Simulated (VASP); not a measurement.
# LuGe3O (P4/mmm) in VASP: further runs, part 2 of 2

VASP 6.6.1. The steps go on from the part before.

## (4) Single point, PBE

This run uses another cell than the first one, of 18.98 Å³/atom, 1.029 times its volume.

INCAR reads:

```
SYSTEM = LuGe3O
PREC = Accurate
ENCUT = 520
EDIFF = 1E-7
ISMEAR = 0
SIGMA = 0.1
LREAL = .FALSE.
LASPH = .TRUE.
NELM = 100
ALGO = Normal
ISIF = 2
LWAVE = .FALSE.
LCHARG = .FALSE.
GGA = PE
NBANDS = 44
```

KPOINTS reads:

```
regular mesh
0
G
  6 6 2
  0 0 0
```

POSCAR reads:

```
LuGe3O
1.0
    3.1914494312      0.0000000000      0.0000000000
    0.0000000000      3.1914494312      0.0000000000
    0.0000000000      0.0000000000      9.3163268789
Lu Ge O
1 3 1
Direct
    0.0000000000      0.0000000000      0.0000000000
    0.5000000000      0.5000000000      0.3198844121
    0.5000000000      0.5000000000      0.6801155879
    0.0000000000      0.0000000000      0.5000000000
    0.5000000000      0.5000000000      0.0000000000
```

Potentials or basis: VASP PAW PBE potentials, release 64 (Lu, Ge_d, O).

Started as:

```sh
cat potpaw_PBE.64/Lu/POTCAR potpaw_PBE.64/Ge_d/POTCAR potpaw_PBE.64/O/POTCAR > POTCAR
mpirun -np 1 vasp_std > vasp.out
```

OUTCAR:

```text
SYSTEM = LuGe3O
   PREC = Accurate
   ENCUT = 520
   EDIFF = 1E-7
   ISMEAR = 0
   LREAL = .FALSE.
   LASPH = .TRUE.
   NELM = 100
   ISIF = 2
   GGA = PE

 ion  position               nearest neighbor table
   1  0.000  0.000  0.000-   5 2.26   5 2.26   5 2.26   5 2.26
   2  0.500  0.500  0.320-   4 2.81   4 2.81   4 2.81   4 2.81
   3  0.500  0.500  0.680-   4 2.81   4 2.81   4 2.81   4 2.81
   4  0.000  0.000  0.500-   2 2.81   3 2.81   2 2.81   3 2.81   2 2.81   3 2.81   2 2.81   3 2.81

   5  0.500  0.500  0.000-   1 2.26   1 2.26   1 2.26   1 2.26

  LATTYP: Found a simple tetragonal cell.
 ALAT       =     3.1914494312
 C/A-ratio  =     2.9191522785

  Lattice vectors:

 A1 = (   3.1914494312,   0.0000000000,   0.0000000000)
 A2 = (   0.0000000000,   3.1914494312,   0.0000000000)
 A3 = (   0.0000000000,   0.0000000000,   9.3163268789)

Analysis of symmetry for initial positions (statically):
=====================================================================
 Subroutine PRICEL returns:
 Original cell was already a primitive cell.

 Routine SETGRP: Setting up the symmetry group for a
 simple tetragonal supercell.

 Subroutine GETGRP returns: Found 16 space group operations
 (whereof 16 operations were pure point group operations)
 out of a pool of 16 trial point group operations.

The static configuration has the point symmetry D_4h.

Analysis of symmetry for dynamics (positions and initial velocities):
=====================================================================
 Subroutine PRICEL returns:
 Original cell was already a primitive cell.

 Routine SETGRP: Setting up the symmetry group for a
 simple tetragonal supercell.

 Subroutine GETGRP returns: Found 16 space group operations
 (whereof 16 operations were pure point group operations)
 out of a pool of 16 trial point group operations.

The dynamic configuration has the point symmetry D_4h.

 Subroutine INISYM returns: Found 16 space group operations
 (whereof 16 operations are pure point group operations),
 and found     1 'primitive' translations

----------------------------------------------------------------------------------------

                                     Primitive cell

  volume of cell :      94.8900

  direct lattice vectors                    reciprocal lattice vectors
     3.191449431  0.000000000  0.000000000     0.313337254  0.000000000  0.000000000
     0.000000000  3.191449431  0.000000000     0.000000000  0.313337254  0.000000000
     0.000000000  0.000000000  9.316326879     0.000000000  0.000000000  0.107338441

  length of vectors
     3.191449431  3.191449431  9.316326879     0.313337254  0.313337254  0.107338441

  position of ions in fractional coordinates (direct lattice)
     0.000000000  0.000000000  0.000000000
     0.500000000  0.500000000  0.319884412
     0.500000000  0.500000000  0.680115588
     0.000000000  0.000000000  0.500000000
     0.500000000  0.500000000  0.000000000

  ion indices of the primitive-cell ions
   primitive index   ion index
                 1           1
                 2           2
                 3           3
                 4           4
[... 22 lines left out ...]

 Subroutine IBZKPT returns following result:
 ===========================================

 Found     20 irreducible k-points:

 Following reciprocal coordinates:
            Coordinates               Weight
  0.000000  0.000000  0.000000      1.000000
  0.166667  0.000000  0.000000      4.000000
  0.333333  0.000000  0.000000      4.000000
  0.500000  0.000000  0.000000      2.000000
  0.166667  0.166667  0.000000      4.000000
  0.333333  0.166667  0.000000      8.000000
[... 12 lines left out ...]
  0.500000  0.333333  0.500000      4.000000
  0.500000  0.500000  0.500000      1.000000
   k-points           NKPTS =     20   k-points in BZ     NKDIM =     20   number of bands    NBANDS=     44
   number of dos      NEDOS =    301   number of ions     NIONS =      5
   total plane-waves  NPLWV =  40320
   dimension x,y,z NGX =    24 NGY =   24 NGZ =   70
   dimension x,y,z NGXF=    48 NGYF=   48 NGZF=  140
   ions per type =               1   3   1
   NGX,Y,Z   is equivalent  to a cutoff of  12.50, 12.50, 12.49 a.u.
   NGXF,Y,Z  is equivalent  to a cutoff of  25.00, 25.00, 24.98 a.u.
 SYSTEM =  LuGe3O
   PREC   = accura    normal or accurate (medium, high low for compatibility)
   ISTART =      0    job   : 0-new  1-cont  2-samecut
   ICHARG =      2    charge: 1-file 2-atom 10-const
   ISPIN  =      1    spin polarized calculation?
   LNONCOLLINEAR =      F non collinear calculations
   LSORBIT =      F    spin-orbit coupling
   LASPH  =      T    aspherical Exc in radial PAW
   ENCUT  =  520.0 eV  38.22 Ry    6.18 a.u.   5.93  5.93 17.32*2*pi/ulx,y,z
   NELM   =    100;   NELMIN=  2; NELMDL= -5     # of ELM steps
   EDIFF  = 0.1E-06   stopping-criterion for ELM
   LREAL  =      F    real-space projection
   EDIFFG = 0.1E-05   stopping-criterion for IOM
   NSW    =      0    number of steps for IOM
   IBRION =     -1    ionic relax: 0-MD 1-quasi-New 2-CG
   NFREE  =      0    steps in history (QN), initial steepest desc. (CG)
   ISIF   =      2    stress and relaxation
   ISYM   =      2    0-nonsym 1-usesym 2-fastsym
   POTIM  = 0.5000    time-step for ionic-motion
   TEBEG  =    0.0;   TEEND  =   0.0 temperature during run
   PSTRESS=    0.0 pullay stress
   NELECT =      73.0000    total number of electrons
   NUPDOWN=      -1.0000    fix difference up-down
   EMIN   =  10.00;   EMAX   =-10.00  energy-range for DOS
   EFERMI =   0.00;   METHOD = LEGACY
   ISMEAR =     0;   SIGMA  =   0.10  broadening in eV -4-tet -1-fermi 0-gaus
   EFERMI_NEDOS =   21; number of points for ismear=-14 and -15
   IALGO  =     38    algorithm
   IMIX   =      4    mixing-type and parameters
     AMIX     =   0.40;   BMIX     =  1.00
     AMIX_MAG =   1.60;   BMIX_MAG =  1.00
  volume/ion in A,a.u.               =      18.98       128.07
  Fermi-wavevector in a.u.,A,eV,Ry     =   1.500061  2.834704 30.615596  2.250183
  Thomas-Fermi vector in A             =   2.611610
   LORBIT       =      0    0 simple, 1 ext, 2 COOP (PROOUT), +10 PAW based schemes
   GGA     = PE    functional components
   LHFCALC =     F    Hartree Fock is set to
   AEXX    =    0.0000 exact exchange contribution
   IVDW    =     0    specifies the selected vdW correction
   LEPSILON=     F    determine dielectric tensor
   LRPA    =     F    only Hartree local field effects (RPA)
 non-spin polarized calculation
 Gauss-broadening in eV      SIGMA  =   0.10
  energy-cutoff  :      520.00
  volume of cell :       94.89
 maximum number of plane-waves:      2584
 NGX is ok and might be reduce to    24
   NGX = 11   NGY = 11   NGZ = 35

 number of electron      72.9999962 magnetization

 Free energy of the ion-electron system (eV)
  ---------------------------------------------------
  ext. energy  EPLUGINS =         0.00000000
  ---------------------------------------------------
  free energy    TOTEN  =       -27.04021978 eV

  energy without entropy =      -27.03222524  energy(sigma->0) =      -27.03622251

 E-fermi :   5.3625     XC(G=0): -10.8999

 val. band max:        5.3610873084   @ k =   0.1667   0.0000   0.5000
 cond. band min:       5.4215950411   @ k =   0.1667   0.0000   0.0000
 fundamental gap:      0.0605077328
 Fermi energy:         5.3625487928

 k-point     1 :       0.0000    0.0000    0.0000
  band No.  band energies     occupation
      1     -51.8817      2.00000
      2     -22.7169      2.00000
      3     -22.3160      2.00000
      4     -22.3160      2.00000
      5     -19.4233      2.00000
      6     -19.4127      2.00000
[... 929 lines left out ...]
     43       8.1834      0.00000
     44       8.8855      0.00000

------------------------ aborting loop because EDIFF is reached ----------------------------------------

  FORCE on cell =-STRESS in cart. coord.  units (eV):
  Direction    XX          YY          ZZ          XY          YZ          ZX
  --------------------------------------------------------------------------------------
  -------------------------------------------------------------------------------------
  Total        0.2279336      0.2279336      0.0162206      0.0000000      0.0000000      0.0000000
  in kB        3.8485597      3.8485597      0.2738784      0.0000000      0.0000000      0.0000000
  external PRESSURE =       2.6569993 kB  Pullay stress =       0.0000000 kB

 VOLUME and BASIS-vectors are now :
 -----------------------------------------------------------------------------
  energy-cutoff  :      520.00
  volume of cell :       94.89
      direct lattice vectors                 reciprocal lattice vectors
     3.191449431  0.000000000  0.000000000     0.313337254  0.000000000  0.000000000
     0.000000000  3.191449431  0.000000000     0.000000000  0.313337254  0.000000000
     0.000000000  0.000000000  9.316326879     0.000000000  0.000000000  0.107338441

 POSITION                                       TOTAL-FORCE (eV/Angst)
 -----------------------------------------------------------------------------------
      0.00000      0.00000      0.00000        -0.000000     -0.000000      0.000000
      1.59572      1.59572      2.98015        -0.000000     -0.000000      0.002615
      1.59572      1.59572      6.33618         0.000000      0.000000     -0.002615
      0.00000      0.00000      4.65816        -0.000000     -0.000000      0.000000
      1.59572      1.59572      0.00000        -0.000000     -0.000000      0.000000
 -----------------------------------------------------------------------------------
    total drift:                                0.000000     -0.000000     -0.000000

  FREE ENERGIE OF THE ION-ELECTRON SYSTEM (eV)
  ---------------------------------------------------
  free  energy   TOTEN  =       -27.0402197825 eV

  energy  without entropy=      -27.0322252438  energy(sigma->0) =      -27.03622251
```

OSZICAR:

```text
N       E                     dE             d eps       ncg     rms          rms(c)
DAV:   1     0.705043033197E+03    0.70504E+03   -0.32121E+04  2316   0.522E+03
DAV:   2     0.116387425753E+03   -0.58866E+03   -0.56996E+03  1880   0.936E+02
DAV:   3    -0.156335409079E+02   -0.13202E+03   -0.12937E+03  1808   0.246E+02
DAV:   4    -0.290404723017E+02   -0.13407E+02   -0.13208E+02  2412   0.801E+01
DAV:   5    -0.296086112651E+02   -0.56814E+00   -0.56622E+00  2584   0.147E+01    0.111E+01
DAV:   6    -0.270542882274E+02    0.25543E+01   -0.11786E+01  3032   0.281E+01    0.525E+00
DAV:   7    -0.270805399538E+02   -0.26252E-01   -0.19496E+00  2480   0.952E+00    0.309E+00
DAV:   8    -0.270574043432E+02    0.23136E-01   -0.52377E-01  2592   0.790E+00    0.998E-01
DAV:   9    -0.270370051321E+02    0.20399E-01   -0.14240E-01  2888   0.637E+00    0.206E-01
DAV:  10    -0.270403353722E+02   -0.33302E-02   -0.32540E-02  2652   0.140E+00    0.206E-01
DAV:  11    -0.270401437144E+02    0.19166E-03   -0.35403E-03  2724   0.512E-01    0.481E-02
DAV:  12    -0.270402192782E+02   -0.75564E-04   -0.60965E-04  2696   0.275E-01    0.196E-02
DAV:  13    -0.270402172365E+02    0.20417E-05   -0.74033E-05  2620   0.155E-01    0.651E-03
DAV:  14    -0.270402191439E+02   -0.19074E-05   -0.20368E-05  2332   0.676E-02    0.414E-03
DAV:  15    -0.270402197666E+02   -0.62265E-06   -0.65388E-06  2036   0.202E-02    0.153E-03
DAV:  16    -0.270402197896E+02   -0.23078E-07   -0.11520E-06  2156   0.163E-02    0.550E-04
DAV:  17    -0.270402197825E+02    0.71232E-08   -0.12539E-07  1408   0.694E-03
   1 F= -.27040220E+02 E0= -.27036223E+02  d E =-.799454E-02
```

stdout:

```text
POSCAR found type information on POSCAR LuGeO
 POSCAR found :  3 types and       5 ions
 scaLAPACK will be used
 LDA part: xc-table for (Slater+PW92), standard interpolation
 POSCAR, INCAR and KPOINTS ok, starting setup
 FFT: planning ... GRIDC
 FFT: planning ... GRID_SOFT
 FFT: planning ... GRID
 WAVECAR not read
 entering main loop
```

Wall time 55 s (1 thread of Intel Xeon 6975P-C (Granite Rapids), shared host); peak memory 0.25 GiB.

Results:

| Item | Value |
| --- | --- |
| Free energy | -27.0402 eV |
| Pressure | 0.3 GPa |

Forces in eV/Å, atoms in the order of the input:
```
Lu   0.000  0.000  0.000
Ge   0.000  0.000  0.003
Ge   0.000  0.000 -0.003
Ge   0.000  0.000  0.000
O    0.000  0.000  0.000
```

Caveat: spin-orbit coupling is left out, which moves the levels of the heavy elements; an odd number of electrons without spin polarisation forces a metal; a magnetic or distorted state may lie lower.

## (5) Summary

```tsv
cell	k mesh	gap on the mesh (eV)	pressure (GPa)
a = 3.189, b = 3.189, c = 9.069 Å, 5 atoms	4 × 4 × 4	none	0.3
a = 3.814, b = 3.814, c = 6.531 Å, 5 atoms	4 × 4 × 4	none	-1.8
a = 3.191, b = 3.191, c = 9.316 Å, 5 atoms	6 × 6 × 2	none	0.3
```

Alike in all rows: task single point; level PBE; potentials or basis VASP PAW PBE potentials, release 64 (Lu, Ge_d, O); no spin polarisation; cutoff (eV) 520; smearing gaussian 0.1 eV.

Caveats: some runs use coarse meshes; spin-orbit coupling is left out, which moves the levels of the heavy elements; an odd number of electrons without spin polarisation forces a metal; a magnetic or distorted state may lie lower.

Total energies depend on the potentials used, so only differences within one code and one set of settings carry meaning.
